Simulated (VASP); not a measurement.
# BiTe (Fm-3m) in VASP: a series of runs

BiTe is run at these levels: LDA, r2SCAN; tasks: relaxation of cell and atoms.

Everything below comes from runs of VASP 6.6.1. Logs are shortened: lines on timing, memory, paths and dates and some standing lists are left out, and cuts for length are marked.

## 1. The cell of the first run

The structure is cubic, space group Fm-3m (No. 225). The conventional cell has a = 6.470 Å, b = 6.470 Å, c = 6.470 Å, α = 90.00°, β = 90.00°, γ = 90.00°. Bi (site symmetry m-3m) has 6 Te at 3.23 Å within 4.3 Å. Te (site symmetry m-3m) has 6 Bi at 3.23 Å within 4.3 Å.

## 2. Relaxation of cell and atoms, LDA

INCAR

```
PREC = Accurate ; ENCUT = 600
EDIFF = 1E-6 ; ISMEAR = -1
SIGMA = 0.1 ; LREAL = False
LASPH = True ; NELM = 80
ALGO = Normal ; ISIF = 3
LWAVE = False ; LCHARG = False
IBRION = 2 ; NSW = 80
EDIFFG = -0.01
```

KPOINTS

```
Automatic mesh
0
Gamma
  9 9 9
```

POSCAR

```
BiTe
1.0
    0.0000000000      3.2350000000      3.2350000000
    3.2350000000      0.0000000000      3.2350000000
    3.2350000000      3.2350000000      0.0000000000
Bi Te
1 1
Direct
    0.0000000000      0.0000000000      0.0000000000
    0.5000000000      0.5000000000      0.5000000000
```

Potentials or basis: VASP PAW LDA potentials, release 64 (Bi_d, Te).

On the command line:

```sh
$ cat potpaw_LDA.64/Bi_d/POTCAR potpaw_LDA.64/Te/POTCAR > POTCAR
$ mpirun -np 1 vasp_std > vasp.out
```

OUTCAR:

```text
PREC = Accurate
   ENCUT = 600
   EDIFF = 1E-6
   ISMEAR = -1
   LREAL = False
   LASPH = True
   NELM = 80
   ISIF = 3
   IBRION = 2
   NSW = 80
   EDIFFG = -0.01

 ion  position               nearest neighbor table
   1  0.000  0.000  0.000-   2 3.23   2 3.23   2 3.23   2 3.23   2 3.23   2 3.23
   2  0.500  0.500  0.500-   1 3.23   1 3.23   1 3.23   1 3.23   1 3.23   1 3.23

  LATTYP: Found a face centered cubic cell.
 ALAT       =     6.4700000000

  Lattice vectors:

 A1 = (   0.0000000000,   3.2350000000,   3.2350000000)
 A2 = (   3.2350000000,   0.0000000000,   3.2350000000)
 A3 = (   3.2350000000,   3.2350000000,   0.0000000000)

Analysis of symmetry for initial positions (statically):
=====================================================================
 Subroutine PRICEL returns:
 Original cell was already a primitive cell.

 Routine SETGRP: Setting up the symmetry group for a
 face centered cubic supercell.

 Subroutine GETGRP returns: Found 48 space group operations
 (whereof 48 operations were pure point group operations)
 out of a pool of 48 trial point group operations.

The static configuration has the point symmetry O_h .

Analysis of symmetry for dynamics (positions and initial velocities):
=====================================================================
 Subroutine PRICEL returns:
 Original cell was already a primitive cell.

 Routine SETGRP: Setting up the symmetry group for a
 face centered cubic supercell.

 Subroutine GETGRP returns: Found 48 space group operations
 (whereof 48 operations were pure point group operations)
 out of a pool of 48 trial point group operations.

The dynamic configuration has the point symmetry O_h .

 Subroutine INISYM returns: Found 48 space group operations
 (whereof 48 operations are pure point group operations),
 and found     1 'primitive' translations

----------------------------------------------------------------------------------------

                                     Primitive cell

  volume of cell :      67.7100

  direct lattice vectors                    reciprocal lattice vectors
     0.000000000  3.235000000  3.235000000    -0.154559505  0.154559505  0.154559505
     3.235000000  0.000000000  3.235000000     0.154559505 -0.154559505  0.154559505
     3.235000000  3.235000000  0.000000000     0.154559505  0.154559505 -0.154559505

  length of vectors
     4.574980874  4.574980874  4.574980874     0.267704916  0.267704916  0.267704916

  position of ions in fractional coordinates (direct lattice)
     0.000000000  0.000000000  0.000000000
     0.500000000  0.500000000  0.500000000

  ion indices of the primitive-cell ions
   primitive index   ion index
                 1           1
                 2           2

----------------------------------------------------------------------------------------

 KPOINTS: Automatic mesh

Automatic generation of k-mesh.
 Grid dimensions read from file:
 generate k-points for:    9    9    9

 Generating k-lattice:

  Cartesian coordinates                     Fractional coordinates (reciprocal lattice)
    -0.017173278  0.017173278  0.017173278     0.111111111  0.000000000  0.000000000
     0.017173278 -0.017173278  0.017173278     0.000000000  0.111111111  0.000000000
     0.017173278  0.017173278 -0.017173278     0.000000000  0.000000000  0.111111111

  Length of vectors
     0.029744991  0.029744991  0.029744991

  Shift w.r.t. Gamma in fractional coordinates (k-lattice)
     0.000000000  0.000000000  0.000000000

 Subroutine IBZKPT returns following result:
 ===========================================

 Found     35 irreducible k-points:

 Following reciprocal coordinates:
            Coordinates               Weight
  0.000000  0.000000  0.000000      1.000000
  0.111111  0.000000  0.000000      8.000000
  0.222222  0.000000  0.000000      8.000000
  0.333333  0.000000  0.000000      8.000000
  0.444444  0.000000  0.000000      8.000000
  0.111111  0.111111  0.000000      6.000000
[... 16 lines left out ...]
 -0.333333  0.333333  0.000000     12.000000
  0.444444  0.444444  0.000000      6.000000
 [... further k-points ...]
   k-points           NKPTS =     35   k-points in BZ     NKDIM =     35   number of bands    NBANDS=     14
   number of dos      NEDOS =    301   number of ions     NIONS =      2
   total plane-waves  NPLWV =  64000
   dimension x,y,z NGX =    40 NGY =   40 NGZ =   40
   dimension x,y,z NGXF=    80 NGYF=   80 NGZF=   80
   ions per type =               1   1
   NGX,Y,Z   is equivalent  to a cutoff of  14.54, 14.54, 14.54 a.u.
   NGXF,Y,Z  is equivalent  to a cutoff of  29.07, 29.07, 29.07 a.u.
 SYSTEM =  unknown system
   PREC   = accura    normal or accurate (medium, high low for compatibility)
   ISTART =      0    job   : 0-new  1-cont  2-samecut
   ICHARG =      2    charge: 1-file 2-atom 10-const
   ISPIN  =      1    spin polarized calculation?
   LNONCOLLINEAR =      F non collinear calculations
   LSORBIT =      F    spin-orbit coupling
   LASPH  =      T    aspherical Exc in radial PAW
   ENCUT  =  600.0 eV  44.10 Ry    6.64 a.u.   9.14  9.14  9.14*2*pi/ulx,y,z
   NELM   =     80;   NELMIN=  2; NELMDL= -5     # of ELM steps
   EDIFF  = 0.1E-05   stopping-criterion for ELM
   LREAL  =      F    real-space projection
   EDIFFG = -.1E-01   stopping-criterion for IOM
   NSW    =     80    number of steps for IOM
   IBRION =      2    ionic relax: 0-MD 1-quasi-New 2-CG
   NFREE  =      1    steps in history (QN), initial steepest desc. (CG)
   ISIF   =      3    stress and relaxation
   ISYM   =      2    0-nonsym 1-usesym 2-fastsym
   POTIM  = 0.5000    time-step for ionic-motion
   TEBEG  =    0.0;   TEEND  =   0.0 temperature during run
   PSTRESS=    0.0 pullay stress
   NELECT =      21.0000    total number of electrons
   NUPDOWN=      -1.0000    fix difference up-down
   EMIN   =  10.00;   EMAX   =-10.00  energy-range for DOS
   EFERMI =   0.00;   METHOD = LEGACY
   ISMEAR =    -1;   SIGMA  =   0.10  broadening in eV -4-tet -1-fermi 0-gaus
   EFERMI_NEDOS =   21; number of points for ismear=-14 and -15
   IALGO  =     38    algorithm
   IMIX   =      4    mixing-type and parameters
     AMIX     =   0.40;   BMIX     =  1.00
     AMIX_MAG =   1.60;   BMIX_MAG =  1.00
  volume/ion in A,a.u.               =      33.86       228.46
  Fermi-wavevector in a.u.,A,eV,Ry     =   1.108146  2.094092 16.707785  1.227988
  Thomas-Fermi vector in A             =   2.244669
   LORBIT       =      0    0 simple, 1 ext, 2 COOP (PROOUT), +10 PAW based schemes
   GGA     = CA    functional components
   LHFCALC =     F    Hartree Fock is set to
   AEXX    =    0.0000 exact exchange contribution
   IVDW    =     0    specifies the selected vdW correction
   LEPSILON=     F    determine dielectric tensor
   LRPA    =     F    only Hartree local field effects (RPA)
 conjugate gradient relaxation of ions
 non-spin polarized calculation
  energy-cutoff  :      600.00
  volume of cell :       67.71
 maximum number of plane-waves:      2285
 NGX is ok and might be reduce to    40
   NGX = 19   NGY = 19   NGZ = 19

--------------------------------------- Ionic step        1  -------------------------------------------

 number of electron      21.0000002 magnetization

 Free energy of the ion-electron system (eV)
  ---------------------------------------------------
  ext. energy  EPLUGINS =         0.00000000
  ---------------------------------------------------
  free energy    TOTEN  =        -8.50806942 eV

  energy without entropy =       -8.45635105  energy(sigma->0) =       -8.48221023

------------------------ aborting loop because EDIFF is reached ----------------------------------------

  FORCE on cell =-STRESS in cart. coord.  units (eV):
  Direction    XX          YY          ZZ          XY          YZ          ZX
  --------------------------------------------------------------------------------------
  -------------------------------------------------------------------------------------
  Total       -1.1394916     -1.1394916     -1.1394916      0.0000000      0.0000000      0.0000000
  in kB      -26.9630395    -26.9630395    -26.9630395      0.0000000      0.0000000      0.0000000
  external PRESSURE =     -26.9630395 kB  Pullay stress =       0.0000000 kB
[... 21 lines left out ...]
  energy  without entropy=       -8.4563510461  energy(sigma->0) =       -8.48221023

--------------------------------------- Ionic step        2  -------------------------------------------

 number of electron      20.9999998 magnetization

 E-fermi :   7.4774     XC(G=0): -10.0445

 val. band max:        7.4645163711   @ k =   0.3333   0.0000   0.0000
 cond. band min:       7.6557344753   @ k =   0.3333   0.2222   0.1111
 fundamental gap:      0.1912181042
 Fermi energy:         7.4773543525

 k-point     1 :       0.0000    0.0000    0.0000
  band No.  band energies     occupation
      1     -15.6244      2.00000
      2     -15.6244      2.00000
      3     -15.6114      2.00000
      4     -15.6114      2.00000
      5     -15.6114      2.00000
      6      -6.6435      2.00000
      7      -0.3422      2.00000
      8       4.7455      2.00000
      9       4.7455      2.00000
     10       4.7455      2.00000
     11       9.7969      0.00000
     12       9.7969      0.00000
     13       9.7969      0.00000
     14      12.0548      0.00000
[... 424 lines left out ...]
  energy  without entropy=       -8.4814618269  energy(sigma->0) =       -8.50475574

--------------------------------------- Ionic step        3  -------------------------------------------

 number of electron      20.9999999 magnetization

 Free energy of the ion-electron system (eV)
  ---------------------------------------------------
  ext. energy  EPLUGINS =         0.00000000
  ---------------------------------------------------
  free energy    TOTEN  =        -8.53894921 eV

  energy without entropy =       -8.49056027  energy(sigma->0) =       -8.51475474

 E-fermi :   7.0756     XC(G=0):  -9.9086

 val. band max:        7.0450933855   @ k =  -0.3333   0.3333   0.1111
 cond. band min:       7.0899425109   @ k =   0.3333   0.0000   0.0000
 fundamental gap:      0.0448491254
 Fermi energy:         7.0756126074

 k-point     1 :       0.0000    0.0000    0.0000
  band No.  band energies     occupation
      1     -16.0018      2.00000
      2     -16.0018      2.00000
      3     -15.9911      2.00000
      4     -15.9911      2.00000
      5     -15.9911      2.00000
      6      -6.8110      2.00000
      7      -0.8676      2.00000
      8       4.4316      2.00000
      9       4.4316      2.00000
     10       4.4316      2.00000
     11       9.3328      0.00000
     12       9.3328      0.00000
     13       9.3328      0.00000
     14      11.7037      0.00000
[... 420 lines left out ...]
  FREE ENERGIE OF THE ION-ELECTRON SYSTEM (eV)
  ---------------------------------------------------
  free  energy   TOTEN  =        -8.5389492113 eV

  energy  without entropy=       -8.4905602705  energy(sigma->0) =       -8.51475474

 reached required accuracy - stopping structural energy minimisation
```

Wall time 2.3 min (1 thread of Intel Xeon 8259CL, shared host); peak memory 0.23 GiB.

What came out:

- Free energy: -8.5389 eV
- Relaxed volume: 32.11 Å³/atom
- Relaxed cell: a = 4.495 Å, b = 4.495 Å, c = 4.495 Å, α = 60.00°, β = 60.00°, γ = 60.00°
- Space group after relaxing (to 0.1 Å): Fm-3m (No. 225)
- Energy gained by relaxing: 15.4 meV/atom
- Ionic steps: 3
- Pressure after relaxing: 0.0 GPa
- Band gap on the k mesh: zero (an odd number of electrons rules out a gap without spin polarisation)

The path:
```
step  energy change (eV)  largest force (eV/Å)  pressure (GPa)  volume (Å³)
   1              0.0000                0.0000           -2.70        67.71
   2             -0.0200                0.0000            1.90        62.28
   3             -0.0309                0.0000           -0.01        64.21
```

Final structure:
```xyz
2
Lattice="0.0000 3.1783 3.1783 3.1783 0.0000 3.1783 3.1783 3.1783 0.0000" Properties=species:S:1:pos:R:3 pbc="T T T"
Bi    0.0000    0.0000    0.0000
Te    3.1783    3.1783    3.1783
```

Caveat: spin-orbit coupling is left out, which moves the levels of the heavy elements.

## 3. Relaxation of cell and atoms, r2SCAN

POSCAR is that of step 2.

INCAR.step1

```
SYSTEM = BiTe
ALGO = Normal ; EDIFF = 1E-4
ENCUT = 600 ; GGA = PE
ISMEAR = -1 ; LASPH = .True.
LCHARG = .False. ; LREAL = .False.
LWAVE = .True. ; NELM = 80
PREC = Accurate ; SIGMA = 0.1
```

INCAR.step2

```
SYSTEM = BiTe
ALGO = Normal ; EDIFF = 1E-6
EDIFFG = -0.01 ; ENCUT = 600
IBRION = 2 ; ISIF = 3
ISMEAR = -1 ; ISTART = 1
LASPH = .True. ; LCHARG = .False.
LMIXTAU = .True. ; LREAL = .False.
LWAVE = .False. ; METAGGA = R2SCAN
NELM = 80 ; NSW = 80
PREC = Accurate ; SIGMA = 0.1
```

KPOINTS

```
k-points
0
Gamma
  9 9 9
  0 0 0
```

Potentials or basis: VASP PAW PBE potentials, release 64 (Bi_d, Te).

On the command line:

```sh
$ cat potpaw_PBE.64/Bi_d/POTCAR potpaw_PBE.64/Te/POTCAR > POTCAR
$ cp INCAR.step1 INCAR
$ mpirun -np 1 vasp_std > vasp.out
$ cp INCAR.step2 INCAR
$ mpirun -np 1 vasp_std > vasp.out
```

Wall time 4.2 min (1 thread of Intel Xeon 8259CL, shared host); peak memory 0.28 GiB.

Results (log left out):

- Free energy: -84.0472 eV
- Pressure after relaxing: 0.0 GPa
- Band gap on the k mesh: zero (an odd number of electrons rules out a gap without spin polarisation)

Final structure:
```
Bi Te
1.0
     0.00000    3.23500    3.23500
     3.23500    0.00000    3.23500
     3.23500    3.23500    0.00000
Bi Te
1 1
Direct
  0.00000 0.00000 0.00000
  0.50000 0.50000 0.50000
```

Levels at points of the mesh, in eV from the Fermi level:
```
           k point  band 6  band 7  band 8  band 9  band 10  band 11  band 12  band 13  band 14
(0.00, 0.00, 0.00)  -14.15   -8.31   -2.80   -2.80    -2.80     2.24     2.24     2.24     5.01
```

Caveat: the relaxation stopped at its first step, so nothing moved; the PAW data sets were made with another functional, which shifts forces and pressure a little; spin-orbit coupling is left out, which moves the levels of the heavy elements.

The gap in the log of VASP goes by the Fermi energy; the results here count the filled bands.